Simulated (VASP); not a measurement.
# Ba3Ca4O7 in VASP: further runs

The runs below take Ba3Ca4O7 through single point, with PBE.

All numbers are computed with VASP 6.6.1; they aren't measurements. Logs are shortened: lines on timing, memory, paths and dates and some standing lists are left out, and cuts for length are marked.

### 1 The cell of the first run

The cell holds a disordered packing, 14 atoms: a = 6.146 Å, b = 6.162 Å, c = 6.124 Å, α = 88.94°, β = 86.17°, γ = 89.12°.

### 2 Single point, PBE

INCAR reads:

```
SYSTEM = Ba3Ca4O7
ALGO = Normal
EDIFF = 1E-6
ENCUT = 1000
GGA = PE
GGA_COMPAT = .FALSE.
ISIF = 2
ISMEAR = -1
ISYM = 0
LASPH = .TRUE.
LCHARG = .TRUE.
LELF = .TRUE.
LREAL = .FALSE.
LVHAR = .TRUE.
LWAVE = .FALSE.
NBANDS = 69
NELM = 120
PREC = Accurate
SIGMA = 0.1172
```

KPOINTS reads:

```
k-points
0
G
  1 1 1
  0 0 0
```

POSCAR reads:

```
Ba3Ca4O7
1.0
    6.1422690000      0.0463550000      0.2046950000
    0.0463550000      6.1618090000      0.0560510000
    0.2046950000      0.0560510000      6.1205050000
Ba O Ca
3 7 4
Direct
    0.9487360699      0.9049812828      0.7861327397
    0.2693457980      0.3708761885      0.6496626145
    0.3241933060      0.8643168298      0.3103744591
    0.2294912347      0.0699426244     -0.0478521074
   -0.0108731678      0.6019815106      0.4382425988
    0.5451878657      0.5501767491      0.3349765767
    0.0307030153      0.1211152557      0.4543663660
    0.5776586702      0.0310350651      0.5594099853
    0.5892246933      0.1096085662      0.0796674427
    0.1467083971      0.5385391372     -0.0227822921
    0.2960068863      0.3194948779      0.1843176115
    0.8208256525      0.3655547126      0.2161301046
    0.8299490056      0.8957997347      0.2826505521
    0.4612546935      0.8510365022      0.8398094640
```

Potentials or basis: VASP PAW PBE potentials, release 64 (Ba_sv, O_h, Ca_sv).

Launch:

```sh
$ cat potpaw_PBE.64/Ba_sv/POTCAR potpaw_PBE.64/O_h/POTCAR potpaw_PBE.64/Ca_sv/POTCAR > POTCAR
$ mpirun -np 1 vasp_gam > vasp.out
```

OUTCAR:

```text
SYSTEM = Ba3Ca4O7
   EDIFF = 1E-6
   ENCUT = 1000
   GGA = PE
   ISIF = 2
   ISMEAR = -1
   ISYM = 0
   LASPH = .TRUE.
   LREAL = .FALSE.
   NELM = 120
   PREC = Accurate

 ion  position               nearest neighbor table
   1  0.949  0.905  0.786-   4 2.32   7 2.44  10 2.82   8 2.84   5 2.85  14 3.01   9 3.03  13 3.08
                            14 3.20  13 3.22   2 3.56   3 3.60   2 3.89  12 3.94   3 4.08
   2  0.269  0.371  0.650-  10 2.35   7 2.51   4 2.60   5 2.61   6 2.71   8 2.84  11 2.87  11 3.30
                            14 3.45   1 3.56  14 3.60   3 3.66   3 3.78   1 3.89  12 3.95
   3  0.324  0.864  0.310-   6 2.36   8 2.50   7 2.51   9 2.57   4 2.61   5 2.70  11 2.90  14 2.95
                            13 3.06  13 3.11  14 3.40  11 3.47   1 3.60   2 3.66   2 3.78   1 4.08
   4  0.229  0.070  0.952-  14 2.04  11 2.18   1 2.32   2 2.60   3 2.61
   5  0.989  0.602  0.438-  13 2.27  12 2.31   2 2.61   3 2.70   1 2.85
   6  0.545  0.550  0.335-  12 2.12   3 2.36   2 2.71
   7  0.031  0.121  0.454-  13 2.20   1 2.44   3 2.51   2 2.51
   8  0.578  0.031  0.559-  14 2.12   3 2.50   1 2.84   2 2.84
   9  0.589  0.110  0.080-  11 2.27  12 2.34   3 2.57   1 3.03
  10  0.147  0.539  0.977-  11 2.08   2 2.35   1 2.82
  11  0.296  0.319  0.184-  10 2.08   4 2.18   9 2.27   2 2.87   3 2.90  12 2.92   2 3.30   3 3.47

  12  0.821  0.366  0.216-   6 2.12   5 2.31   9 2.34  13 2.92  11 2.92   1 3.94   2 3.95
  13  0.830  0.896  0.283-   7 2.20   5 2.27  12 2.92   3 3.06   1 3.08   3 3.11   1 3.22
  14  0.461  0.851  0.840-   4 2.04   8 2.12   3 2.95   1 3.01   1 3.20   3 3.40   2 3.45   2 3.60

IMPORTANT INFORMATION: All symmetrisations will be switched off!
NOSYMM: (Re-)initialisation of all symmetry stuff for point group C_1.

----------------------------------------------------------------------------------------

                                     Primitive cell

  volume of cell :     231.3562

  direct lattice vectors                    reciprocal lattice vectors
     6.142269000  0.046355000  0.204695000     0.162996474 -0.001176725 -0.005440500
     0.046355000  6.161809000  0.056051000    -0.001176725  0.162312019 -0.001447083
     0.204695000  0.056051000  6.120505000    -0.005440500 -0.001447083  0.163580416

  length of vectors
     6.145853667  6.162238283  6.124183473     0.163091491  0.162322735  0.163677260

  position of ions in fractional coordinates (direct lattice)
     0.948736070  0.904981283  0.786132740
     0.269345798  0.370876188  0.649662615
     0.324193306  0.864316830  0.310374459
     0.229491235  0.069942624  0.952147893
     0.989126832  0.601981511  0.438242599
     0.545187866  0.550176749  0.334976577
     0.030703015  0.121115256  0.454366366
     0.577658670  0.031035065  0.559409985
     0.589224693  0.109608566  0.079667443
     0.146708397  0.538539137  0.977217708
     0.296006886  0.319494878  0.184317611
     0.820825652  0.365554713  0.216130105
     0.829949006  0.895799735  0.282650552
     0.461254694  0.851036502  0.839809464

  ion indices of the primitive-cell ions
   primitive index   ion index
                 1           1
                 2           2
                 3           3
                 4           4
                 5           5
                 6           6
                 7           7
                 8           8
                 9           9
                10          10
                11          11
                12          12
                13          13
                14          14

----------------------------------------------------------------------------------------

 KPOINTS: k-points

Automatic generation of k-mesh.
 Grid dimensions read from file:
 generate k-points for:    1    1    1

 Generating k-lattice:

  Cartesian coordinates                     Fractional coordinates (reciprocal lattice)
     0.162996474 -0.001176725 -0.005440500     1.000000000  0.000000000  0.000000000
    -0.001176725  0.162312019 -0.001447083    -0.000000000  1.000000000  0.000000000
    -0.005440500 -0.001447083  0.163580416     0.000000000 -0.000000000  1.000000000

  Length of vectors
     0.163091491  0.162322735  0.163677260

  Shift w.r.t. Gamma in fractional coordinates (k-lattice)
     0.000000000  0.000000000  0.000000000

 Subroutine IBZKPT returns following result:
 ===========================================

 Found      1 irreducible k-points:

 Following reciprocal coordinates:
            Coordinates               Weight
  0.000000  0.000000  0.000000      1.000000
   k-points           NKPTS =      1   k-points in BZ     NKDIM =      1   number of bands    NBANDS=     69
   number of dos      NEDOS =    301   number of ions     NIONS =     14
   total plane-waves  NPLWV = 262144
   dimension x,y,z NGX =    64 NGY =   64 NGZ =   64
   dimension x,y,z NGXF=   128 NGYF=  128 NGZF=  128
   ions per type =               3   7   4
   NGX,Y,Z   is equivalent  to a cutoff of  17.31, 17.27, 17.37 a.u.
   NGXF,Y,Z  is equivalent  to a cutoff of  34.62, 34.53, 34.75 a.u.
 SYSTEM =  Ba3Ca4O7
   PREC   = accura    normal or accurate (medium, high low for compatibility)
   ISTART =      0    job   : 0-new  1-cont  2-samecut
   ICHARG =      2    charge: 1-file 2-atom 10-const
   ISPIN  =      1    spin polarized calculation?
   LNONCOLLINEAR =      F non collinear calculations
   LSORBIT =      F    spin-orbit coupling
   LASPH  =      T    aspherical Exc in radial PAW
   ENCUT  = 1000.0 eV  73.50 Ry    8.57 a.u.  15.85 15.89 15.79*2*pi/ulx,y,z
   NELM   =    120;   NELMIN=  2; NELMDL= -5     # of ELM steps
   EDIFF  = 0.1E-05   stopping-criterion for ELM
   LREAL  =      F    real-space projection
   EDIFFG = 0.1E-04   stopping-criterion for IOM
   NSW    =      0    number of steps for IOM
   IBRION =     -1    ionic relax: 0-MD 1-quasi-New 2-CG
   NFREE  =      0    steps in history (QN), initial steepest desc. (CG)
   ISIF   =      2    stress and relaxation
   ISYM   =      0    0-nonsym 1-usesym 2-fastsym
   POTIM  = 0.5000    time-step for ionic-motion
   TEBEG  =    0.0;   TEEND  =   0.0 temperature during run
   PSTRESS=    0.0 pullay stress
   NELECT =     112.0000    total number of electrons
   NUPDOWN=      -1.0000    fix difference up-down
   EMIN   =  10.00;   EMAX   =-10.00  energy-range for DOS
   EFERMI =   0.00;   METHOD = LEGACY
   ISMEAR =    -1;   SIGMA  =   0.12  broadening in eV -4-tet -1-fermi 0-gaus
   EFERMI_NEDOS =   21; number of points for ismear=-14 and -15
   IALGO  =     38    algorithm
   IMIX   =      4    mixing-type and parameters
     AMIX     =   0.40;   BMIX     =  1.00
     AMIX_MAG =   1.60;   BMIX_MAG =  1.00
  volume/ion in A,a.u.               =      16.53       111.52
  Fermi-wavevector in a.u.,A,eV,Ry     =   1.285446  2.429141 22.481875  1.652371
  Thomas-Fermi vector in A             =   2.417580
   LORBIT       =      0    0 simple, 1 ext, 2 COOP (PROOUT), +10 PAW based schemes
   GGA     = PE    functional components
   LHFCALC =     F    Hartree Fock is set to
   AEXX    =    0.0000 exact exchange contribution
   IVDW    =     0    specifies the selected vdW correction
   LEPSILON=     F    determine dielectric tensor
   LRPA    =     F    only Hartree local field effects (RPA)
 non-spin polarized calculation
  energy-cutoff  :     1000.00
  volume of cell :      231.36
 maximum number of plane-waves:      8306
 NGX is ok and might be reduce to    64
   NGX = 31   NGY = 31   NGZ = 31

 number of electron     111.9999998 magnetization

 Free energy of the ion-electron system (eV)
  ---------------------------------------------------
  ext. energy  EPLUGINS =         0.00000000
  ---------------------------------------------------
  free energy    TOTEN  =       -75.91329679 eV

  energy without entropy =      -75.91164977  energy(sigma->0) =      -75.91247328

 E-fermi :   3.9119     XC(G=0):  -9.9813

 val. band max:        2.9322063583   @ k =   0.0000   0.0000   0.0000
 cond. band min:       4.8362922961   @ k =   0.0000   0.0000   0.0000
 fundamental gap:      1.9040859378
 Fermi energy:         3.9119231485

 k-point     1 :       0.0000    0.0000    0.0000
  band No.  band energies     occupation
      1     -36.2205      2.00000
      2     -35.8767      2.00000
      3     -35.4588      2.00000
      4     -35.2067      2.00000
      5     -23.3409      2.00000
      6     -22.5576      2.00000
[... 60 lines left out ...]
     67       8.5552      0.00000
     68       8.8957      0.00000
 [bands above 68 left out]

------------------------ aborting loop because EDIFF is reached ----------------------------------------

  FORCE on cell =-STRESS in cart. coord.  units (eV):
  Direction    XX          YY          ZZ          XY          YZ          ZX
  --------------------------------------------------------------------------------------
  -------------------------------------------------------------------------------------
  Total       26.5851120     18.8798455     26.5445670     -0.8153738      0.3314286      3.3867371
  in kB      184.1060153    130.7458518    183.8252348     -5.6465897      2.2951943     23.4536788
  external PRESSURE =     166.2257006 kB  Pullay stress =       0.0000000 kB

 VOLUME and BASIS-vectors are now :
 -----------------------------------------------------------------------------
  energy-cutoff  :     1000.00
  volume of cell :      231.36
      direct lattice vectors                 reciprocal lattice vectors
     6.142269000  0.046355000  0.204695000     0.162996474 -0.001176725 -0.005440500
     0.046355000  6.161809000  0.056051000    -0.001176725  0.162312019 -0.001447083
     0.204695000  0.056051000  6.120505000    -0.005440500 -0.001447083  0.163580416

 POSITION                                       TOTAL-FORCE (eV/Angst)
 -----------------------------------------------------------------------------------
      6.03026      5.66436      5.05646        -2.225251     -0.914284     -0.433315
      1.80457      2.33417      4.05218         0.949607     -0.071516     -0.139222
      2.09488      5.35818      2.01446         0.050497     -0.970817      0.380101
      1.60774      0.49498      5.87852        -1.937289     -0.076820     -0.422029
      6.19309      3.77971      2.91848         0.083737      0.761045      0.288224
      3.44276      3.43413      2.19266        -0.121590     -0.367294     -1.079424
      0.28721      0.77318      2.79402        -0.137114      0.460890     -1.382653
      3.66408      0.24937      3.54386        -0.088366     -1.105494      0.092830
      3.64056      0.70717      0.61436         2.860129     -0.752877     -0.573475
      1.12612      3.37995      6.04128        -0.512756      1.912412      0.083137
      1.87069      1.99272      1.20662         0.783597      0.752934      0.281200
      5.10292      2.30264      1.51133         0.385350      0.504574      1.261640
      5.19715      5.57406      1.95006        -0.861967     -0.817486      1.657508
      3.04451      5.31238      5.28218         0.771417      0.684733     -0.014522
 -----------------------------------------------------------------------------------
    total drift:                                0.000187     -0.002240      0.000982

  FREE ENERGIE OF THE ION-ELECTRON SYSTEM (eV)
  ---------------------------------------------------
  free  energy   TOTEN  =       -75.9132967857 eV

  energy  without entropy=      -75.9116497654  energy(sigma->0) =      -75.91247328
```

Run time: 2 min. Hardware: 1 thread of AMD EPYC 7R43 (Zen 3), shared host; peak memory 0.53 GiB.

Results:

- Free energy: -75.9133 eV
- Pressure: 16.6 GPa
- Largest force: 3.013 eV/Å

Forces in eV/Å, atoms in the order of the input:
```
Ba  -2.225 -0.914 -0.433
Ba   0.950 -0.072 -0.139
Ba   0.050 -0.971  0.380
O   -1.937 -0.077 -0.422
O    0.084  0.761  0.288
O   -0.122 -0.367 -1.079
O   -0.137  0.461 -1.383
O   -0.088 -1.105  0.093
O    2.860 -0.753 -0.573
O   -0.513  1.912  0.083
Ca   0.784  0.753  0.281
Ca   0.385  0.505  1.262
Ca  -0.862 -0.817  1.658
Ca   0.771  0.685 -0.015
```

Stress tensor (GPa, compression positive):
```
18.41 -0.56  2.35
-0.56 13.07  0.23
 2.35  0.23 18.38
```

Caveat: the k points lie up to 1.03 Å⁻¹ apart, too coarse for converged energies, forces and pressures; the atoms stand as in a frame of molecular dynamics; spin-orbit coupling is left out, which moves the levels of the heavy elements.

### 3 Single point, PBE

INCAR reads:

```
PREC = Accurate
ENCUT = 1000
EDIFF = 1E-6
ISMEAR = -1
SIGMA = 0.05
LREAL = F
LASPH = T
NELM = 120
ALGO = Normal
ISIF = 2
LWAVE = F
LCHARG = T
GGA = PE
LELF = T
LVHAR = T
NBANDS = 69
ISYM = 0
GGA_COMPAT = F
```

KPOINTS reads:

```
regular mesh
0
Gamma
  1 1 1
```

POSCAR reads:

```
Ba3Ca4O7
1.0
    6.1422690000      0.0463550000      0.2046950000
    0.0463550000      6.1618090000      0.0560510000
    0.2046950000      0.0560510000      6.1205050000
Ba O Ca
3 7 4
Direct
    0.8705202195      0.9227271257      0.8150742603
    0.2081643827      0.3763375394      0.6647071927
    0.2111567692      0.8561089389      0.3354277961
    0.1439099894      0.1437423591      0.9818752606
    0.9070027527      0.6392944026      0.4684463097
    0.6175969731      0.6577737888      0.0972478756
   -0.0166043394      0.1642058155      0.4355287554
    0.4623839024      0.9974520624      0.5648980177
    0.6169117010      0.1406561274      0.0556255314
    0.1569213043      0.6167713198     -0.0310281024
    0.3739192974      0.3902871656      0.1490428655
    0.8972141888      0.3906873585      0.1712146832
    0.7286006714      0.9190707279      0.3300821178
    0.4008786318      0.8810893684      0.8891165367
```

Potentials or basis: VASP PAW PBE potentials, release 64 (Ba_sv, O_h, Ca_sv).

Launch:

```sh
$ cat potpaw_PBE.64/Ba_sv/POTCAR potpaw_PBE.64/O_h/POTCAR potpaw_PBE.64/Ca_sv/POTCAR > POTCAR
$ mpirun -np 1 vasp_gam > vasp.out
```

It took 78 s on 1 thread of Intel Xeon Platinum 8375C at 2.90GHz (Ice Lake), shared host; peak memory 0.56 GiB.

It converged, with:

```
Free energy   : -78.9327 eV
Pressure      : 16.3 GPa
Largest force : 1.697 eV/Å
```

Forces on the atoms (eV/Å):
```
Ba   0.077 -0.743 -0.559
Ba   0.857 -0.050 -1.177
Ba   0.235  0.155 -0.913
O    0.061 -0.129  0.326
O    0.289 -0.449  0.421
O   -0.384 -0.298  0.270
O   -0.175 -0.303  0.066
O    0.544  0.151  0.578
O   -0.151  0.414  0.508
O   -0.286  0.522  0.448
Ca   1.377 -0.631 -0.427
Ca  -1.475  0.838 -0.056
Ca  -1.064 -0.196 -0.099
Ca   0.096  0.716  0.615
```

Stress tensor (GPa, compression positive):
```
17.11  0.98 -0.41
 0.98 10.92  1.24
-0.41  1.24 20.73
```

Levels at points of the mesh, in eV from the Fermi level:
```
           k point  band 52  band 53  band 54  band 55  band 56  band 57  band 58  band 59  band 60  band 61
(0.00, 0.00, 0.00)    -1.77    -1.66    -1.44    -1.39    -1.31     1.53     2.40     2.72     3.19     3.47
```

Caveat: the k points lie up to 1.03 Å⁻¹ apart, too coarse for converged energies, forces and pressures; the atoms stand as in a frame of molecular dynamics; spin-orbit coupling is left out, which moves the levels of the heavy elements.
